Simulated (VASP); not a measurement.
# Li6Tl2B (Fm-3m) in VASP: further runs, part 2 of 2

VASP 6.6.1. Earlier steps stand in the parts before.

## 5. Relaxation of cell and atoms, PBE

INCAR reads:

```
PREC = Accurate
ENCUT = 600
EDIFF = 1E-7
ISMEAR = 0
SIGMA = 0.1
LREAL = F
LASPH = T
NELM = 100
ALGO = Normal
ISIF = 3
LWAVE = F
LCHARG = F
GGA = PE
IBRION = 2
NSW = 100
EDIFFG = -0.01
```

KPOINTS reads:

```
regular mesh
0
Gamma
  8 8 8
```

POSCAR reads:

```
Li6Tl2B
1.0
    0.0000000000      4.2938366047      4.2938366047
    4.2938366047      0.0000000000      4.2938366047
    4.2938366047      4.2938366047      0.0000000000
Li Tl B
6 2 1
Direct
    0.7455452412      0.2544547588      0.2544547588
    0.2544547588      0.7455452412      0.2544547588
    0.2544547588      0.7455452412      0.7455452412
    0.7455452412      0.2544547588      0.7455452412
    0.2544547588      0.2544547588      0.7455452412
    0.7455452412      0.7455452412      0.2544547588
    0.2500000000      0.2500000000      0.2500000000
    0.7500000000      0.7500000000      0.7500000000
    0.0000000000      0.0000000000      0.0000000000
```

Command:

```sh
$ cat potpaw_PBE.64/Li_sv/POTCAR potpaw_PBE.64/Tl_d/POTCAR potpaw_PBE.64/B/POTCAR > POTCAR
$ mpirun -np 1 vasp_std > vasp.out
```

It took 6.6 min on 1 thread of Intel Xeon Platinum 8259CL at 2.50GHz (Skylake/Cascade Lake), shared host; peak memory 0.45 GiB.

The run converged. Its results:

```yaml
Free_energy: -21.8097 eV
Relaxed_volume: 17.50 Å³/atom
Relaxed_cell: a = 6.062 Å, b = 6.062 Å, c = 6.062 Å, α = 60.00°, β = 60.00°, γ = 60.00°
Space_group_after_relaxing_to_0.1_Å: Fm-3m (No. 225)
Energy_gained_by_relaxing: 0.1 meV/atom
Ionic_steps: 3
Pressure_after_relaxing: 0.1 GPa
Band_gap_on_the_k_mesh: zero (an odd number of electrons rules out a gap without spin polarisation)
```

The path:
```csv
step,energy change (eV),largest force (eV/Å),pressure (GPa),volume (Å³)
1,0.0000,0.0277,-0.11,158.33
2,-0.0003,0.0184,-0.05,158.06
3,-0.0005,0.0007,0.05,157.54
```

Final structure:
```
CELL_PARAMETERS angstrom
0.00000 4.28666 4.28666
4.28666 0.00000 4.28666
4.28666 4.28666 0.00000
ATOMIC_POSITIONS crystal
Li 0.74600 0.25400 0.25400
Li 0.25400 0.74600 0.25400
Li 0.25400 0.74600 0.74600
Li 0.74600 0.25400 0.74600
Li 0.25400 0.25400 0.74600
Li 0.74600 0.74600 0.25400
Tl 0.25000 0.25000 0.25000
Tl 0.75000 0.75000 0.75000
B 0.00000 0.00000 0.00000
```

Levels at points of the mesh, in eV from the Fermi level:
```tsv
k point	band 22	band 23	band 24	band 25	band 26	band 27
(0.00, 0.00, 0.00)	-1.28	-0.95	-0.95	-0.95	0.83	1.73
(0.50, 0.00, 0.00)	-1.07	-0.50	-0.50	-0.02	1.27	1.73
(0.50, 0.50, 0.00)	-1.98	0.44	1.02	1.02	2.14	2.14
```

Caveat: the cutoff is under 1.25 times the usual one of these potentials, so pressure, stress and relaxed cells hold a basis-set (Pulay) error; spin-orbit coupling is left out, which moves the levels of the heavy elements.

## 6. Single point, PBE

This run uses another cell than the first one, of 14.76 Å³/atom.

INCAR reads:

```
SYSTEM = Li6Tl2B
PREC     = Accurate       ! precision mode
ENCUT    = 520            ! plane-wave cutoff, eV
EDIFF    = 1E-7           ! SCF threshold, eV
ISMEAR   = 0              ! smearing method
SIGMA    = 0.1            ! smearing width, eV
LREAL    = .False.        ! projectors in reciprocal space
LASPH    = .True.         ! aspherical terms in the spheres
NELM     = 100            ! most SCF steps
ALGO     = Normal         ! electronic algorithm
ISIF     = 2              ! what is computed and relaxed
LWAVE    = .False.        ! write WAVECAR
LCHARG   = .False.        ! write CHGCAR
GGA      = PE             ! functional
NBANDS   = 34             ! bands
```

KPOINTS reads:

```
regular mesh
0
Gamma
  4 4 4
  0 0 0
```

POSCAR reads:

```
Li6Tl2B
1.0
    0.0000000000      4.0501494400      4.0501494400
    4.0501494400      0.0000000000      4.0501494400
    4.0501494400      4.0501494400      0.0000000000
Li Tl B
6 2 1
Direct
    0.7550000000      0.2450000000      0.2450000000
    0.2450000000      0.7550000000      0.2450000000
    0.2450000000      0.7550000000      0.7550000000
    0.7550000000      0.2450000000      0.7550000000
    0.2450000000      0.2450000000      0.7550000000
    0.7550000000      0.7550000000      0.2450000000
    0.2500000000      0.2500000000      0.2500000000
    0.7500000000      0.7500000000      0.7500000000
    0.0000000000      0.0000000000      0.0000000000
```

Potentials or basis: VASP PAW PBE potentials, release 64 (Li_sv, Tl_d, B).

Command:

```sh
$ cat potpaw_PBE.64/Li_sv/POTCAR potpaw_PBE.64/Tl_d/POTCAR potpaw_PBE.64/B/POTCAR > POTCAR
$ mpirun -np 1 vasp_std > vasp.out
```

It took 47 s on 1 thread of Intel Xeon Platinum 8259CL at 2.50GHz (Skylake/Cascade Lake), shared host; peak memory 0.32 GiB.

The run converged. Its results:

| Quantity | Value |
| --- | --- |
| Free energy | -21.1601 eV |
| Largest force | 0.949 eV/Å |
| Band gap on the k mesh | zero (an odd number of electrons rules out a gap without spin polarisation) |

Forces in eV/Å, atoms in the order of the input:
```
Li   0.949  0.000  0.000
Li   0.000  0.949  0.000
Li  -0.949  0.000  0.000
Li   0.000 -0.949  0.000
Li   0.000  0.000  0.949
Li   0.000  0.000 -0.949
Tl   0.000  0.000  0.000
Tl   0.000  0.000  0.000
B    0.000  0.000  0.000
```

Levels at points of the mesh, in eV from the Fermi level:
```csv
k point,band 21,band 22,band 23,band 24,band 25,band 26,band 27,band 28
"(0.00, 0.00, 0.00)",-1.37,-1.37,-1.03,-1.03,-1.03,1.76,2.48,2.48
"(0.50, 0.00, 0.00)",-1.55,-0.64,-0.37,-0.37,0.21,1.91,2.18,2.18
"(0.50, 0.50, 0.00)",-2.36,-1.84,0.71,1.26,1.26,2.60,2.60,3.08
```

Caveat: the cutoff is under 1.25 times the usual one of these potentials, so pressure, stress and relaxed cells hold a basis-set (Pulay) error; spin-orbit coupling is left out, which moves the levels of the heavy elements.

## 7. Overview

| task | cell | k mesh | cutoff (eV) | gap on the mesh (eV) | pressure (GPa) | relaxed volume (Å³/atom) | largest force (eV/Å) |
| --- | --- | --- | --- | --- | --- | --- | --- |
| single point | a = 6.072 Å, angles 60.0°, 9 atoms, atomic positions A | 4 × 4 × 4 | 520 | none | - | - | - |
| relaxation of cell and atoms | relaxed from a = 5.728 Å, angles 60.0°, 9 atoms, atomic positions B | 4 × 4 × 4 | 600 | none | 0.0 | 17.61 | 0.01 |
| single point | a = 6.078 Å, angles 60.0°, 9 atoms, atomic positions A | 8 × 8 × 8 | 520 | none | - | - | - |
| relaxation of cell and atoms | relaxed from a = 6.072 Å, angles 60.0°, 9 atoms, atomic positions A | 8 × 8 × 8 | 600 | none | 0.1 | 17.50 | - |
| single point | a = 5.728 Å, angles 60.0°, 9 atoms, atomic positions B | 4 × 4 × 4 | 520 | none | - | - | 0.95 |

Alike in all rows: level PBE; potentials or basis VASP PAW PBE potentials, release 64 (Li_sv, Tl_d, B); no spin polarisation; smearing gaussian 0.1 eV.

Caveats: the cutoff is under 1.25 times the usual one of these potentials, so pressure, stress and relaxed cells hold a basis-set (Pulay) error; spin-orbit coupling is left out, which moves the levels of the heavy elements; the volume moved by over 15 % at a fixed basis, so the end points are rough (at least some runs).

Absolute energies hang on the potentials; compare differences alone.
